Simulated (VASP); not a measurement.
# SnO2 in VASP: a series of runs

Runs on SnO2. Level: r2SCAN. Tasks: single point.

Program: VASP 6.6.1. These are calculated values, not measurements. Logs are shortened: lines on timing, memory, paths and dates and some standing lists are left out, and cuts for length are marked.

## 1. The cell of the first run

The typed cell holds 6 atoms: a = 4.819 Å, b = 4.819 Å, c = 3.217 Å, α = 90.00°, β = 90.00°, γ = 90.00°.

## 2. Single point, r2SCAN (12.45 Å³/atom)

POSCAR reads:

```
SnO2
1.0
    4.8186541448      0.0000000000      0.0000000000
    0.0000000000      4.8187328797      0.0000000000
    0.0000000000      0.0000000000      3.2168263124
Sn O
2 4
Direct
    0.5000000000      0.5000000000      0.5000000000
    0.0000000000      0.0000000000      0.0000000000
    0.3065355374      0.3065707299      0.0000000000
    0.8065355374      0.1934292701      0.5000000000
    0.1934644626      0.8065707299      0.5000000000
    0.6934644626      0.6934292701      0.0000000000
```

INCAR.step1 reads:

```
SYSTEM = SnO2
ALGO = Normal
EDIFF = 1E-4
ENCUT = 520
GGA = PE
ISMEAR = 0
LASPH = .True.
LCHARG = .False.
LREAL = .False.
LWAVE = .True.
NBANDS = 35
NELM = 100
PREC = Accurate
SIGMA = 0.02
```

INCAR.step2 reads:

```
SYSTEM = SnO2
ALGO = Normal
EDIFF = 1E-6
ENCUT = 520
ISIF = 2
ISMEAR = 0
ISTART = 1
LASPH = .True.
LCHARG = .False.
LMIXTAU = .True.
LREAL = .False.
LWAVE = .False.
METAGGA = R2SCAN
NBANDS = 35
NELM = 100
PREC = Accurate
SIGMA = 0.02
```

KPOINTS reads:

```
k-points
0
Gamma
  6 6 8
  0 0 0
```

Potentials or basis: VASP PAW PBE potentials, release 64 (Sn_d, O).

Launch:

```bash
$ cat potpaw_PBE.64/Sn_d/POTCAR potpaw_PBE.64/O/POTCAR > POTCAR
$ cp INCAR.step1 INCAR
$ mpirun -np 1 vasp_std > vasp.out
$ cp INCAR.step2 INCAR
$ mpirun -np 1 vasp_std > vasp.out
```

OUTCAR:

```text
SYSTEM = SnO2
   EDIFF = 1E-6
   ENCUT = 520
   ISIF = 2
   ISMEAR = 0
   ISTART = 1
   LASPH = .True.
   LREAL = .False.
   METAGGA = R2SCAN
   NELM = 100
   PREC = Accurate

 ion  position               nearest neighbor table
   1  0.500  0.500  0.500-   3 2.08   6 2.08   3 2.08   6 2.08   5 2.09   4 2.09
   2  0.000  0.000  0.000-   4 2.08   5 2.08   4 2.08   5 2.08   3 2.09   6 2.09
   3  0.307  0.307  0.000-   1 2.08   1 2.08   2 2.09
   4  0.807  0.193  0.500-   2 2.08   2 2.08   1 2.09
   5  0.193  0.807  0.500-   2 2.08   2 2.08   1 2.09
   6  0.693  0.693  0.000-   1 2.08   1 2.08   2 2.09

  LATTYP: Found a simple orthorhombic cell.
 ALAT       =     3.2168263124
 B/A-ratio  =     1.4979528507
 C/A-ratio  =     1.4979773266

  Lattice vectors:

 A1 = (   0.0000000000,   0.0000000000,   3.2168263124)
 A2 = (   4.8186541448,   0.0000000000,   0.0000000000)
 A3 = (   0.0000000000,   4.8187328797,   0.0000000000)

Analysis of symmetry for initial positions (statically):
=====================================================================
 Subroutine PRICEL returns:
 Original cell was already a primitive cell.

 Routine SETGRP: Setting up the symmetry group for a
 simple orthorhombic supercell.

 Subroutine GETGRP returns: Found  8 space group operations
 (whereof  4 operations were pure point group operations)
 out of a pool of  8 trial point group operations.

The static configuration has the point symmetry C_2h.
 The point group associated with its full space group is D_2h.

Analysis of symmetry for dynamics (positions and initial velocities):
=====================================================================
 Subroutine PRICEL returns:
 Original cell was already a primitive cell.

 Routine SETGRP: Setting up the symmetry group for a
 simple orthorhombic supercell.

 Subroutine GETGRP returns: Found  8 space group operations
 (whereof  4 operations were pure point group operations)
 out of a pool of  8 trial point group operations.

The dynamic configuration has the point symmetry C_2h.
 The point group associated with its full space group is D_2h.

 Subroutine INISYM returns: Found  8 space group operations
 (whereof  4 operations are pure point group operations),
 and found     1 'primitive' translations

----------------------------------------------------------------------------------------

                                     Primitive cell

  volume of cell :      74.6941

  direct lattice vectors                    reciprocal lattice vectors
     4.818654145  0.000000000  0.000000000     0.207526826  0.000000000  0.000000000
     0.000000000  4.818732880  0.000000000     0.000000000  0.207523435  0.000000000
     0.000000000  0.000000000  3.216826312     0.000000000  0.000000000  0.310865401

  length of vectors
     4.818654145  4.818732880  3.216826312     0.207526826  0.207523435  0.310865401

  position of ions in fractional coordinates (direct lattice)
     0.500000000  0.500000000  0.500000000
     0.000000000  0.000000000  0.000000000
     0.306535537  0.306570730  0.000000000
     0.806535537  0.193429270  0.500000000
     0.193464463  0.806570730  0.500000000
     0.693464463  0.693429270  0.000000000

  ion indices of the primitive-cell ions
   primitive index   ion index
                 1           1
                 2           2
                 3           3
                 4           4
                 5           5
                 6           6

----------------------------------------------------------------------------------------

 KPOINTS: k-points

Automatic generation of k-mesh.
 Grid dimensions read from file:
 generate k-points for:    6    6    8

 Generating k-lattice:

  Cartesian coordinates                     Fractional coordinates (reciprocal lattice)
     0.034587804  0.000000000  0.000000000     0.166666667  0.000000000  0.000000000
     0.000000000  0.034587239  0.000000000     0.000000000  0.166666667  0.000000000
     0.000000000  0.000000000  0.038858175     0.000000000  0.000000000  0.125000000

  Length of vectors
     0.034587804  0.034587239  0.038858175

  Shift w.r.t. Gamma in fractional coordinates (k-lattice)
     0.000000000  0.000000000  0.000000000

 Subroutine IBZKPT returns following result:
 ===========================================

 Found     80 irreducible k-points:

 Following reciprocal coordinates:
            Coordinates               Weight
  0.000000  0.000000  0.000000      1.000000
  0.166667  0.000000  0.000000      2.000000
  0.333333  0.000000  0.000000      2.000000
  0.500000  0.000000  0.000000      1.000000
  0.000000  0.166667  0.000000      2.000000
  0.166667  0.166667  0.000000      4.000000
[... 16 lines left out ...]
  0.333333  0.166667  0.125000      8.000000
  0.500000  0.166667  0.125000      4.000000
 [... further k-points ...]
   k-points           NKPTS =     80   k-points in BZ     NKDIM =     80   number of bands    NBANDS=     35
   number of dos      NEDOS =    301   number of ions     NIONS =      6
   total plane-waves  NPLWV =  31104
   dimension x,y,z NGX =    36 NGY =   36 NGZ =   24
   dimension x,y,z NGXF=    72 NGYF=   72 NGZF=   48
   ions per type =               2   4
   NGX,Y,Z   is equivalent  to a cutoff of  12.42, 12.42, 12.40 a.u.
   NGXF,Y,Z  is equivalent  to a cutoff of  24.84, 24.84, 24.81 a.u.
 SYSTEM =  SnO2
   PREC   = accura    normal or accurate (medium, high low for compatibility)
   ISTART =      1    job   : 0-new  1-cont  2-samecut
   ICHARG =      0    charge: 1-file 2-atom 10-const
   ISPIN  =      1    spin polarized calculation?
   LNONCOLLINEAR =      F non collinear calculations
   LSORBIT =      F    spin-orbit coupling
   LASPH  =      T    aspherical Exc in radial PAW
   ENCUT  =  520.0 eV  38.22 Ry    6.18 a.u.   8.96  8.96  5.98*2*pi/ulx,y,z
   NELM   =    100;   NELMIN=  2; NELMDL=  0     # of ELM steps
   EDIFF  = 0.1E-05   stopping-criterion for ELM
   LREAL  =      F    real-space projection
   EDIFFG = 0.1E-04   stopping-criterion for IOM
   NSW    =      0    number of steps for IOM
   IBRION =     -1    ionic relax: 0-MD 1-quasi-New 2-CG
   NFREE  =      0    steps in history (QN), initial steepest desc. (CG)
   ISIF   =      2    stress and relaxation
   ISYM   =      2    0-nonsym 1-usesym 2-fastsym
   POTIM  = 0.5000    time-step for ionic-motion
   TEBEG  =    0.0;   TEEND  =   0.0 temperature during run
   PSTRESS=    0.0 pullay stress
   NELECT =      52.0000    total number of electrons
   NUPDOWN=      -1.0000    fix difference up-down
   EMIN   =  10.00;   EMAX   =-10.00  energy-range for DOS
   EFERMI =   0.00;   METHOD = LEGACY
   ISMEAR =     0;   SIGMA  =   0.02  broadening in eV -4-tet -1-fermi 0-gaus
   EFERMI_NEDOS =   21; number of points for ismear=-14 and -15
   IALGO  =     38    algorithm
   IMIX   =      4    mixing-type and parameters
     AMIX     =   0.40;   BMIX     =  1.00
     AMIX_MAG =   1.60;   BMIX_MAG =  1.00
  volume/ion in A,a.u.               =      12.45        84.01
  Fermi-wavevector in a.u.,A,eV,Ry     =   1.450932  2.741865 28.643054  2.105205
  Thomas-Fermi vector in A             =   2.568488
   LORBIT       =      0    0 simple, 1 ext, 2 COOP (PROOUT), +10 PAW based schemes
   METAGGA = R2SCAN    functional components
   LHFCALC =     F    Hartree Fock is set to
   AEXX    =    0.0000 exact exchange contribution
   IVDW    =     0    specifies the selected vdW correction
   LEPSILON=     F    determine dielectric tensor
   LRPA    =     F    only Hartree local field effects (RPA)
 non-spin polarized calculation
 Gauss-broadening in eV      SIGMA  =   0.02
  energy-cutoff  :      520.00
  volume of cell :       74.69
 maximum number of plane-waves:      2044
 NGX is ok and might be reduce to    36
   NGX = 17   NGY = 17   NGZ = 11

 number of electron      52.0000010 magnetization

 Free energy of the ion-electron system (eV)
  ---------------------------------------------------
  ext. energy  EPLUGINS =         0.00000000
  ---------------------------------------------------
  free energy    TOTEN  =       -84.60708265 eV

  energy without entropy =      -84.60708265  energy(sigma->0) =      -84.60708265

 E-fermi :   5.4116     XC(G=0): -11.7976

 val. band max:        5.2154919777   @ k =   0.0000   0.0000   0.0000
 cond. band min:       6.6977496694   @ k =   0.0000   0.0000   0.0000
 fundamental gap:      1.4822576916
 Fermi energy:         5.4115799368

 k-point     1 :       0.0000    0.0000    0.0000
  band No.  band energies     occupation
      1     -16.4728      2.00000
      2     -15.6495      2.00000
      3     -15.3816      2.00000
      4     -15.3816      2.00000
      5     -15.3611      2.00000
      6     -15.2950      2.00000
[... 27 lines left out ...]
     34      17.8643      0.00000
     35      18.3869      0.00000

 k-point     2 :       0.1667    0.0000    0.0000
  band No.  band energies     occupation
      1     -16.4295      2.00000
      2     -15.7058      2.00000
      3     -15.3803      2.00000
      4     -15.3802      2.00000
      5     -15.3619      2.00000
      6     -15.3290      2.00000
[... 27 lines left out ...]
     34      17.8706      0.00000
     35      18.3511      0.00000

 k-point     3 :       0.3333    0.0000    0.0000
  band No.  band energies     occupation
      1     -16.3030      2.00000
      2     -15.8819      2.00000
      3     -15.3776      2.00000
      4     -15.3775      2.00000
      5     -15.3643      2.00000
      6     -15.3622      2.00000
[... 27 lines left out ...]
     34      18.0156      0.00000
     35      18.3148      0.00000
[... 723 lines left out ...]
 k-point    23 :       0.3333    0.1667    0.1250
  band No.  band energies     occupation
      1     -16.2365      2.00000
      2     -15.9090      2.00000
      3     -15.5475      2.00000
      4     -15.5287      2.00000
      5     -15.3245      2.00000
      6     -15.2994      2.00000
[... 27 lines left out ...]
     34      18.1253      0.00000
     35      18.2543      0.00000

 k-point    24 :       0.5000    0.1667    0.1250
  band No.  band energies     occupation
      1     -16.0889      2.00000
      2     -16.0889      2.00000
      3     -15.5394      2.00000
      4     -15.5394      2.00000
      5     -15.3120      2.00000
      6     -15.3120      2.00000
[... 27 lines left out ...]
     34      18.1851      0.00000
     35      18.4132      0.00000

 [... further k-points ...]

------------------------ aborting loop because EDIFF is reached ----------------------------------------

  FORCE on cell =-STRESS in cart. coord.  units (eV):
  Direction    XX          YY          ZZ          XY          YZ          ZX
  --------------------------------------------------------------------------------------
  -------------------------------------------------------------------------------------
  Total       -2.2142388     -2.2142651     -1.9670764     -0.0000000      0.0000000      0.0000000
  in kB      -47.4951003    -47.4956650    -42.1935042     -0.0000000      0.0000000      0.0000000
  external PRESSURE =     -45.7280898 kB  Pullay stress =       0.0000000 kB

 VOLUME and BASIS-vectors are now :
 -----------------------------------------------------------------------------
  energy-cutoff  :      520.00
  volume of cell :       74.69
      direct lattice vectors                 reciprocal lattice vectors
     4.818654145  0.000000000  0.000000000     0.207526826  0.000000000  0.000000000
     0.000000000  4.818732880  0.000000000     0.000000000  0.207523435  0.000000000
     0.000000000  0.000000000  3.216826312     0.000000000  0.000000000  0.310865401

 POSITION                                       TOTAL-FORCE (eV/Angst)
 -----------------------------------------------------------------------------------
      2.40933      2.40937      1.60841         0.000000     -0.000000      0.000000
      0.00000      0.00000      0.00000         0.000000     -0.000000      0.000000
      1.47709      1.47728      0.00000        -0.022872     -0.023034     -0.000000
      3.88642      0.93208      1.60841        -0.022872      0.023034     -0.000000
      0.93224      3.88665      1.60841         0.022872     -0.023034      0.000000
      3.34157      3.34145      0.00000         0.022872      0.023034      0.000000
 -----------------------------------------------------------------------------------
    total drift:                               -0.000000      0.000000      0.000000

  FREE ENERGIE OF THE ION-ELECTRON SYSTEM (eV)
  ---------------------------------------------------
  free  energy   TOTEN  =       -84.6070826531 eV

  energy  without entropy=      -84.6070826531  energy(sigma->0) =      -84.60708265
```

Run time: 16 min. Hardware: 1 thread of Intel Xeon 8259CL, shared host; peak memory 0.29 GiB.

Results:

- Free energy: -84.6071 eV
- Pressure: -4.6 GPa
- Largest force: 0.032 eV/Å
- Band gap on the k mesh: 1.48 eV

Forces in eV/Å, atoms in the order of the input:
```
Sn   0.000  0.000  0.000
Sn   0.000  0.000  0.000
O   -0.023 -0.023  0.000
O   -0.023  0.023  0.000
O    0.023 -0.023  0.000
O    0.023  0.023  0.000
```

Stress tensor (GPa, compression positive):
```
-4.75  0.00  0.00
 0.00 -4.75  0.00
 0.00  0.00 -4.22
```

Levels at points of the mesh, in eV from the valence-band top:
| k point | band 22 | band 23 | band 24 | band 25 | band 26 | band 27 | band 28 | band 29 | band 30 | band 31 |
| --- | --- | --- | --- | --- | --- | --- | --- | --- | --- | --- |
| (0.00, 0.00, 0.00) | -1.21 | -1.21 | -0.76 | -0.76 | 0.00 | 1.48 | 6.57 | 6.93 | 6.93 | 10.95 |
| (0.50, 0.00, 0.00) | -1.92 | -1.16 | -1.16 | -0.61 | -0.61 | 4.68 | 4.68 | 7.67 | 7.67 | 11.49 |
| (0.00, 0.50, 0.00) | -1.92 | -1.16 | -1.16 | -0.62 | -0.62 | 4.68 | 4.68 | 7.67 | 7.67 | 11.49 |
| (0.50, 0.50, 0.00) | -1.88 | -1.28 | -1.28 | -0.90 | -0.90 | 5.11 | 5.11 | 8.02 | 8.02 | 11.56 |
| (0.00, 0.00, 0.50) | -2.55 | -1.59 | -1.59 | -1.23 | -1.23 | 6.53 | 6.53 | 10.29 | 10.29 | 11.40 |
| (0.50, 0.00, 0.50) | -1.68 | -1.06 | -1.06 | -0.72 | -0.72 | 6.79 | 6.79 | 8.56 | 8.56 | 11.71 |
| (0.00, 0.50, 0.50) | -1.68 | -1.06 | -1.06 | -0.72 | -0.72 | 6.79 | 6.79 | 8.55 | 8.55 | 11.71 |
| (0.50, 0.50, 0.50) | -2.40 | -0.94 | -0.94 | -0.83 | -0.83 | 5.24 | 5.24 | 9.46 | 9.46 | 11.69 |

Caveat: the cell stands under tension; the PAW data sets were made with another functional, which shifts forces and pressure a little; spin-orbit coupling is left out, which moves the levels of the heavy elements.

## 3. Single point, r2SCAN

This run uses another cell than the first one, of 12.59 Å³/atom.

POSCAR reads:

```
SnO2
1.0
    4.7880040000      0.0000000000      0.0000000000
    0.0000000000      4.8665820000      0.0000000000
    0.0000000000      0.0000000000      3.2408980000
Sn O
2 4
Direct
    0.5000000000      0.5000000000      0.5000000000
    0.0000000000      0.0000000000      0.0000000000
    0.3049869065      0.3087271154      0.0000000000
    0.8049869065      0.1912728846      0.5000000000
    0.1950130935      0.8087271154      0.5000000000
    0.6950130935      0.6912728846      0.0000000000
```

INCAR.step1 reads:

```
PREC = Accurate
ENCUT = 520
ISMEAR = 0
SIGMA = 0.02
LREAL = F
LASPH = T
NELM = 80
NBANDS = 35
GGA = PE
ALGO = Normal
EDIFF = 1E-4
LWAVE = T
LCHARG = F
```

INCAR.step2 reads:

```
PREC = Accurate
ENCUT = 520
EDIFF = 1E-6
ISMEAR = 0
SIGMA = 0.02
LREAL = F
LASPH = T
NELM = 80
ALGO = Normal
ISIF = 2
LWAVE = F
LCHARG = F
METAGGA = R2SCAN
LMIXTAU = T
NBANDS = 35
ISTART = 1
```

KPOINTS reads:

```
regular mesh
0
Gamma
  6 6 8
```

Potentials or basis: VASP PAW PBE potentials, release 64 (Sn_d, O).

Launch:

```bash
$ cat potpaw_PBE.64/Sn_d/POTCAR potpaw_PBE.64/O/POTCAR > POTCAR
$ cp INCAR.step1 INCAR
$ mpirun -np 1 vasp_std > vasp.out
$ cp INCAR.step2 INCAR
$ mpirun -np 1 vasp_std > vasp.out
```

Run time: 13 min. Hardware: 1 thread of Intel Xeon 8259CL, shared host; peak memory 0.29 GiB.

The run converged. Its results:

* Free energy: -84.5756 eV
* Pressure: -6.8 GPa
* Largest force: 0.026 eV/Å
* Band gap on the k mesh: 1.34 eV

Forces on the atoms (eV/Å):
```
Sn   0.000  0.000  0.000
Sn   0.000  0.000  0.000
O   -0.016 -0.021  0.000
O   -0.016  0.021  0.000
O    0.016 -0.021  0.000
O    0.016  0.021  0.000
```

Stress tensor (GPa, compression positive):
```
-5.68  0.00  0.00
 0.00 -7.05  0.00
 0.00  0.00 -7.69
```

Levels at points of the mesh, in eV from the valence-band top:
```
           k point  band 23  band 24  band 25  band 26  band 27  band 28  band 29  band 30
(0.00, 0.00, 0.00)    -1.20    -0.77    -0.70     0.00     1.34     6.40     6.79     6.88
(0.50, 0.00, 0.00)    -1.18    -1.18    -0.62    -0.62     4.55     4.55     7.52     7.52
(0.00, 0.50, 0.00)    -1.16    -1.16    -0.58    -0.58     4.56     4.56     7.59     7.59
(0.50, 0.50, 0.00)    -1.29    -1.29    -0.87    -0.87     4.96     4.96     7.90     7.90
(0.00, 0.00, 0.50)    -1.56    -1.56    -1.21    -1.21     6.39     6.39    10.23    10.23
(0.50, 0.00, 0.50)    -1.00    -1.00    -0.70    -0.70     6.67     6.67     8.51     8.51
(0.00, 0.50, 0.50)    -1.08    -1.08    -0.72    -0.72     6.65     6.65     8.47     8.47
(0.50, 0.50, 0.50)    -0.92    -0.92    -0.80    -0.80     5.14     5.14     9.39     9.39
```

Caveat: the cell stands under tension; the PAW data sets were made with another functional, which shifts forces and pressure a little; spin-orbit coupling is left out, which moves the levels of the heavy elements.
